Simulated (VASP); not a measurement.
Input of a VASP 6.6.1 run:

POSCAR

```
Ba
1.0
   -2.5439328076      2.5439328076      2.5439328076
    2.5439328076     -2.5439328076      2.5439328076
    2.5439328076      2.5439328076     -2.5439328076
Ba
1
Direct
    0.0000000000      0.0000000000      0.0000000000
```

INCAR.step1

```
SYSTEM = Ba
ALGO     = Normal         ! electronic algorithm
EDIFF    = 1E-4           ! SCF threshold, eV
ENCUT    = 520            ! plane-wave cutoff, eV
GGA      = PE             ! functional
ISMEAR   = -1             ! smearing method
LASPH    = .TRUE.         ! aspherical terms in the spheres
LCHARG   = .FALSE.        ! write CHGCAR
LREAL    = .FALSE.        ! projectors in reciprocal space
LWAVE    = .TRUE.         ! write WAVECAR
NBANDS   = 11             ! bands
NELM     = 60             ! most SCF steps
PREC     = Accurate       ! precision mode
SIGMA    = 0.1            ! smearing width, eV
```

The input INCAR.step2:

```
SYSTEM = Ba
ALGO     = Normal         ! electronic algorithm
EDIFF    = 1E-7           ! SCF threshold, eV
ENCUT    = 520            ! plane-wave cutoff, eV
ISIF     = 2              ! what is computed and relaxed
ISMEAR   = -1             ! smearing method
ISTART   = 1            
LASPH    = .TRUE.         ! aspherical terms in the spheres
LCHARG   = .FALSE.        ! write CHGCAR
LMIXTAU  = .TRUE.       
LREAL    = .FALSE.        ! projectors in reciprocal space
LWAVE    = .FALSE.        ! write WAVECAR
METAGGA  = R2SCAN         ! meta-GGA
NBANDS   = 11             ! bands
NELM     = 60             ! most SCF steps
PREC     = Accurate       ! precision mode
SIGMA    = 0.1            ! smearing width, eV
```

Contents of KPOINTS:

```
k-points
0
G
  10 10 10
  0 0 0
```

Potentials or basis: VASP PAW PBE potentials, release 64 (Ba_sv).

The run is started by

```console
$ cat potpaw_PBE.64/Ba_sv/POTCAR > POTCAR
$ cp INCAR.step1 INCAR
$ mpirun -np 1 vasp_std > vasp.out
$ cp INCAR.step2 INCAR
$ mpirun -np 1 vasp_std > vasp.out
```

Estimate the pressure.

0.0 GPa.

What does it give for the band gap on the k mesh?

Zero (band 5 reaches 1.93 eV, above the bottom of band 6 at 1.02 eV).

Caveat: the PAW data sets were made with another functional, which shifts forces and pressure a little; spin-orbit coupling is left out, which moves the levels of the heavy elements.
